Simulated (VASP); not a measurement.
# ScTa7O20 (a cell with a defect) in VASP: settings compared, part 2 of 2

VASP 6.6.1.

## (3) Single point, LDA, collinear spin

The input, INCAR:

```
SYSTEM = ScTa7O20
ALGO = Normal
EDIFF = 1E-6
ENCUT = 520
GGA_COMPAT = .False.
ISIF = 2
ISMEAR = -1
ISPIN = 2
LASPH = .True.
LCHARG = .False.
LMAXMIX = 4
LORBIT = 11
LREAL = .False.
LWAVE = .False.
MAGMOM = -0.01 -0.01 -0.01 -0.01 -0.01 -0.01 -0.01 -0.01 0.1 0.1 0.17 0.18 0.09 0.09 0.15 0.16 0.01 0.01 0.04 0.01 0.01 0.01 0.09 0.03 0.22 0.21 0.21 0.18
NBANDS = 128
NELM = 200
NUPDOWN = 2.0
PREC = Accurate
SIGMA = 0.01
```

The input, KPOINTS:

```
Automatic mesh
0
Gamma
  1 1 1
  0.25 0.25 0.25
```

The input, POSCAR:

```
ScTa7O20
1.0
    0.0000000000     11.9846651819      3.5696847681
    5.7020527302      0.0000000000      3.5696847681
    5.7020527302     11.9846651819      0.0000000000
Ta Sc O
7 1 20
Direct
    0.1066301324      0.3956082179      0.7502710507
    0.5996493885      0.9019812674      0.2574396643
    0.8985738700      0.6033955369      0.2454114761
    0.2456509597      0.2567788828      0.3943096450
    0.7459459221      0.7559636744      0.8984468742
    0.2549191122      0.2474692596      0.0929686064
    0.7590663783      0.7426856460      0.5998260562
    0.4074207140      0.0954134630      0.7347393191
    0.3147605026      0.6844268318      0.5727989620
    0.8180356334      0.1866370273      0.0693519043
    0.1748741079      0.7984533977      0.9315667930
    0.7039373709      0.3269799633      0.4019601362
    0.4282937960      0.5754269368      0.1798118383
    0.9275350516      0.0736548221      0.6811169477
    0.0769995190      0.9314339456      0.3160025030
    0.5717584885      0.4242891228      0.8222687245
    0.4156885000      0.0874952233      0.3261277763
    0.9139576432      0.5878442872      0.8297895594
    0.0771148630      0.4238295205      0.1939100845
    0.5866008771      0.9121423434      0.6898711194
    0.1697049794      0.3342891415      0.5812346035
    0.6767948565      0.8251785765      0.0853803274
    0.3112862372      0.1930951633      0.9236274871
    0.8176482485      0.6832291059      0.4226273647
    0.2582073170      0.2439674019      0.7295208110
    0.7415164433      0.7600275998      0.2609637632
    0.2630823568      0.2400360118      0.2413088266
    0.7675496352      0.7348687911      0.7418607913
```

Potentials or basis: VASP PAW LDA potentials, release 64 (Ta_pv, Sc_sv, O).

The run is started by

```sh
$ cat potpaw_LDA.64/Ta_pv/POTCAR potpaw_LDA.64/Sc_sv/POTCAR potpaw_LDA.64/O/POTCAR > POTCAR
$ mpirun -np 1 vasp_std > vasp.out
```

OUTCAR:

```text
SYSTEM = ScTa7O20
   EDIFF = 1E-6
   ENCUT = 520
   ISIF = 2
   ISMEAR = -1
   ISPIN = 2
   LASPH = .True.
   LORBIT = 11
   LREAL = .False.
   NELM = 200
   NUPDOWN = 2.0
   PREC = Accurate

 ion  position               nearest neighbor table
   1  0.107  0.396  0.750-  21 1.83  25 1.85  10 1.92   9 1.92  18 2.06   2 3.57   2 3.57
   2  0.600  0.902  0.257-  22 1.82  26 1.91  10 1.91   9 1.91  17 2.00   1 3.57   1 3.57
   3  0.899  0.603  0.245-  24 1.87  11 1.87  12 1.87  26 1.96  19 2.01
   4  0.246  0.257  0.394-  17 1.82  27 1.89  14 1.92  13 1.92  21 2.01   5 3.57   5 3.57
   5  0.746  0.756  0.898-  18 1.80  28 1.91  13 1.92  14 1.92  22 2.03   4 3.57   4 3.57
   6  0.255  0.247  0.093-  19 1.83  23 1.86  15 1.92  16 1.92  27 2.04   7 3.57   7 3.57
   7  0.759  0.743  0.600-  20 1.78  15 1.93  16 1.93  28 1.96  24 1.96   6 3.57   6 3.57
   8  0.407  0.095  0.735-  23 1.98  12 2.02  11 2.02  25 2.02  20 2.07
   9  0.315  0.684  0.573-   2 1.91   1 1.92
  10  0.818  0.187  0.069-   2 1.91   1 1.92
  11  0.175  0.798  0.932-   3 1.87   8 2.02
  12  0.704  0.327  0.402-   3 1.87   8 2.02
  13  0.428  0.575  0.180-   5 1.92   4 1.92
  14  0.928  0.074  0.681-   5 1.92   4 1.92
[... 12 lines left out ...]
  27  0.263  0.240  0.241-   4 1.89   6 2.04
  28  0.768  0.735  0.742-   5 1.91   7 1.96

  LATTYP: Found a face centered orthorhombic cell.
 ALAT       =     7.1393695362
 B/A-ratio  =     1.5973546967
 C/A-ratio  =     3.3573455250

  Lattice vectors:

 A1 = (   5.7020527302,  11.9846651819,   0.0000000000)
 A2 = (   0.0000000000,  11.9846651819,   3.5696847681)
 A3 = (   5.7020527302,   0.0000000000,   3.5696847681)

Analysis of symmetry for initial positions (statically):
=====================================================================
 Subroutine PRICEL returns:
 Original cell was already a primitive cell.

 Routine SETGRP: Setting up the symmetry group for a
[... 227 lines left out ...]
      4     -35.1539      1.00000
      5     -35.1030      1.00000
      6     -35.0933      1.00000
[... 465 lines left out ...]
    115       3.7463      0.00000
    116       3.8698      0.00000
 Fermi energy:        -1.1714790842

 spin component 2

 k-point     1 :       0.2500    0.2500    0.2500
  band No.  band energies     occupation
      1     -47.2830      1.00000
      2     -35.1964      1.00000
      3     -35.1690      1.00000
      4     -35.1593      1.00000
      5     -35.1099      1.00000
      6     -35.1012      1.00000
[... 465 lines left out ...]
    115       3.7953      0.00000
    116       3.8996      0.00000
 [bands above 116 left out]

------------------------ aborting loop because EDIFF is reached ----------------------------------------

  FORCE on cell =-STRESS in cart. coord.  units (eV):
  Direction    XX          YY          ZZ          XY          YZ          ZX
  --------------------------------------------------------------------------------------
  -------------------------------------------------------------------------------------
  Total       -1.9259529     -5.0398318      1.2097404     -1.6771547      0.0218502     -0.0126225
  in kB       -6.3246901    -16.5504432      3.9726999     -5.5076549      0.0717546     -0.0414513
  external PRESSURE =      -6.3008111 kB  Pullay stress =       0.0000000 kB

 VOLUME and BASIS-vectors are now :
 -----------------------------------------------------------------------------
  energy-cutoff  :      520.00
  volume of cell :      487.88
      direct lattice vectors                 reciprocal lattice vectors
     0.000000000 11.984665182  3.569684768    -0.087687719  0.041719981  0.140068390
     5.702052730  0.000000000  3.569684768     0.087687719 -0.041719981  0.140068390
     5.702052730 11.984665182  0.000000000     0.087687719  0.041719981 -0.140068390

 POSITION                                       TOTAL-FORCE (eV/Angst)
 -----------------------------------------------------------------------------------
      6.53386     10.26967      1.79283         0.110447     -0.001089      0.011165
      6.61108     10.27193      5.36035         0.114065      0.064953      0.008241
      4.83994     13.71028      5.36156         0.000953     -0.010253     -0.021421
      3.71254      7.66971      1.79352         0.088212     -0.039780      0.022121
      9.43354     19.70750      5.36134         0.106762     -0.062267      0.017339
      1.94119      4.16932      1.79337        -0.008665      0.170244      0.006538
[... 20 lines left out ...]
      2.74465      6.04496      1.79597         0.004213     -0.030003     -0.011609
      8.42039     18.08978      5.36316         0.028938     -0.022866      0.005359
 -----------------------------------------------------------------------------------
    total drift:                               -0.000727      0.000128     -0.000977

  FREE ENERGIE OF THE ION-ELECTRON SYSTEM (eV)
  ---------------------------------------------------
  free  energy   TOTEN  =      -283.2932587775 eV

  energy  without entropy=     -283.2932531641  energy(sigma->0) =     -283.29325597

 total charge

# of ion       s       p       d       tot
------------------------------------------
    1        0.378   6.353   2.338   9.069
    2        0.374   6.354   2.309   9.038
    3        0.375   6.354   2.316   9.045
    4        0.374   6.353   2.307   9.034
    5        0.375   6.351   2.320   9.046
    6        0.378   6.355   2.329   9.062
[... 20 lines left out ...]
   27        1.566   3.446   0.000   5.011
   28        1.563   3.471   0.000   5.034
--------------------------------------------------
tot         36.140 120.269  17.384 173.793

 magnetization (x)

# of ion       s       p       d       tot
------------------------------------------
    1       -0.001  -0.001  -0.022  -0.023
    2       -0.001  -0.001  -0.019  -0.021
    3       -0.002  -0.002  -0.021  -0.024
    4       -0.001  -0.001  -0.018  -0.020
    5       -0.001  -0.001  -0.016  -0.018
    6       -0.002  -0.001  -0.019  -0.022
[... 20 lines left out ...]
   27        0.003   0.184   0.000   0.186
   28        0.002   0.157   0.000   0.160
--------------------------------------------------
tot          0.017   1.780  -0.138   1.658
```

It took 20 min on 1 thread of Oxide Virtual Turin-like, shared host; peak memory 0.91 GiB.

Results:

| Property | Result |
| --- | --- |
| Free energy | -283.2933 eV |
| Pressure | -0.6 GPa |
| Largest force | 0.193 eV/Å |
| Net moment | 2.00 μB per cell |
| Site moments | Ta -0.02; Sc -0.01; O +0.09, +0.15, +0.16, +0.08, +0.13, +0.14, +0.01, +0.03, +0.19 (each value once) μB |
| Valence electrons inside the program's atomic spheres | Ta 9.07, 9.04, 9.03, 9.05, 9.06 (each value once); Sc 9.62; O 5.05, 5.00, 5.04, 5.03, 5.07, 5.06, 5.01 (each value once) |

Forces on the atoms (eV/Å):
```
Ta   0.110 -0.001  0.011
Ta   0.114  0.065  0.008
Ta   0.001 -0.010 -0.021
Ta   0.088 -0.040  0.022
Ta   0.107 -0.062  0.017
Ta  -0.009  0.170  0.007
Ta  -0.138  0.133 -0.019
Sc  -0.005  0.000 -0.017
O   -0.123 -0.106  0.006
O   -0.112 -0.093 -0.008
O    0.101  0.076  0.061
O    0.106  0.096 -0.037
O   -0.128  0.117 -0.002
O   -0.124  0.103 -0.020
O    0.129 -0.102 -0.020
O    0.136 -0.124  0.016
O   -0.068  0.077 -0.010
O   -0.088  0.097 -0.008
O    0.022 -0.132  0.008
O    0.070 -0.136  0.020
O   -0.073 -0.068 -0.009
O   -0.075 -0.101 -0.009
O   -0.068 -0.006  0.003
O    0.019  0.065  0.003
O    0.007  0.046  0.001
O   -0.032 -0.011  0.002
O    0.004 -0.030 -0.012
O    0.029 -0.023  0.005
```

Caveat: the k points lie up to 0.54 Å⁻¹ apart; the total moment is fixed, so each spin has its own Fermi level and the state may be an excited one.

## (4) Single point, PBEsol, collinear spin

The input, INCAR:

```
ALGO = Normal ; EDIFF = 1E-6
ENCUT = 520 ; GGA = PS
GGA_COMPAT = F ; ISIF = 2
ISMEAR = -1 ; ISPIN = 2
LASPH = T ; LCHARG = F
LMAXMIX = 4 ; LORBIT = 11
LREAL = F ; LWAVE = F
MAGMOM = -0.01 -0.01 -0.01 0 0 0 0 -0.01 0.1 0.08 0.26 0.08 0 0 0 0.01 0.01 0.01 0.04 0.01 0 0 0 0 0.21 0.2 0 0 ; NBANDS = 128
NELECT = 209.0 ; NELM = 200
NUPDOWN = 1.0 ; PREC = Accurate
SIGMA = 0.01
```

KPOINTS is that of step 3.

The input, POSCAR:

```
ScTa7O20
1.0
    0.0000000000     11.9846651819      3.5696847681
    5.7020527302      0.0000000000      3.5696847681
    5.7020527302     11.9846651819      0.0000000000
Ta Sc O
7 1 20
Direct
    0.1023419986      0.3954192920      0.7543281693
    0.5968648544      0.9019606407      0.2595405868
    0.8964669317      0.5980225431      0.2464615314
    0.2403925315      0.2558930023      0.3960036377
    0.7428691002      0.7570921694      0.8988054887
    0.2596722916      0.2443355676      0.0885767864
    0.7598153359      0.7361951572      0.6006190537
    0.4073304616      0.0946669502      0.7353577055
    0.3122205479      0.6846243138      0.5761666116
    0.8093834134      0.1904170447      0.0747515115
    0.1718958233      0.8001853297      0.9287448131
    0.7035226210      0.3228502132      0.4020870390
    0.4247434412      0.5758303662      0.1897663980
    0.9196314178      0.0767664225      0.6939980484
    0.0750388732      0.9285949523      0.3134324053
    0.5769603373      0.4179763860      0.8170277448
    0.4095458283      0.0806424987      0.3266053519
    0.9164520362      0.5907017360      0.8235250138
    0.0895952552      0.4298087785      0.1774975704
    0.5823312308      0.9005537755      0.6913383092
    0.1735844359      0.3263852994      0.5838111021
    0.6803242048      0.8194860623      0.0869070176
    0.3130064679      0.1916570488      0.9203945451
    0.8157230161      0.6743189642      0.4232997336
    0.2478075873      0.2446276384      0.7431704779
    0.7414541277      0.7623733135      0.2610979273
    0.2519586317      0.2451623804      0.2495080010
    0.7614275278      0.7400522959      0.7460870220
```

Potentials or basis: VASP PAW PBE potentials, release 64 (Ta_pv, Sc_sv, O).

The run is started by

```sh
$ cat potpaw_PBE.64/Ta_pv/POTCAR potpaw_PBE.64/Sc_sv/POTCAR potpaw_PBE.64/O/POTCAR > POTCAR
$ mpirun -np 1 vasp_std > vasp.out
```

Wall time 24 min (1 thread of Oxide Virtual Turin-like, shared host); peak memory 1.5 GiB.

Results (log left out):

```
Free energy                                           : -273.2128 eV
Largest force                                         : 0.217 eV/Å
Net moment                                            : 1.00 μB per cell
Site moments                                          : Ta -0.03, -0.02, -0.00, +0.00 (each value once); Sc -0.01; O +0.09, +0.07, +0.23, +0.00, +0.01, +0.04, +0.19, +0.18 (each value once) μB
Valence electrons inside the program's atomic spheres : Ta 9.09, 9.06, 9.04, 9.05 (each value once); Sc 9.66; O 5.06, 5.07, 4.99, 5.04, 5.08, 5.02, 5.09 (each value once)
```

Forces in eV/Å, atoms in the order of the input:
```
Ta   0.148  0.021  0.016
Ta   0.132  0.078  0.013
Ta  -0.008 -0.043 -0.022
Ta   0.124  0.073  0.028
Ta   0.143  0.026  0.020
Ta   0.038  0.113 -0.019
Ta  -0.159  0.077  0.011
Sc  -0.036 -0.035 -0.006
O    0.069  0.033 -0.011
O    0.079  0.030  0.007
O   -0.085 -0.056  0.105
O   -0.088 -0.037 -0.106
O    0.077 -0.036 -0.018
O    0.076 -0.049  0.004
O   -0.057  0.061 -0.012
O   -0.067  0.062  0.004
O   -0.077  0.045 -0.008
O   -0.112  0.088 -0.005
O    0.086 -0.040  0.031
O    0.185 -0.115  0.008
O   -0.143 -0.124 -0.010
O   -0.169 -0.114 -0.020
O   -0.053 -0.095  0.014
O    0.112  0.079 -0.004
O   -0.064  0.104 -0.010
O   -0.014  0.036  0.002
O   -0.077 -0.118 -0.016
O   -0.057 -0.064  0.000
```

Caveat: the k points lie up to 0.54 Å⁻¹ apart; the cell carries a net charge on a neutralising background, which shifts energy and pressure; the cell is charged against a uniform background, so pressure and absolute levels hang on convention; the PAW data sets were made with another functional, which shifts forces and pressure a little; the total moment is fixed, so each spin has its own Fermi level and the state may be an excited one.
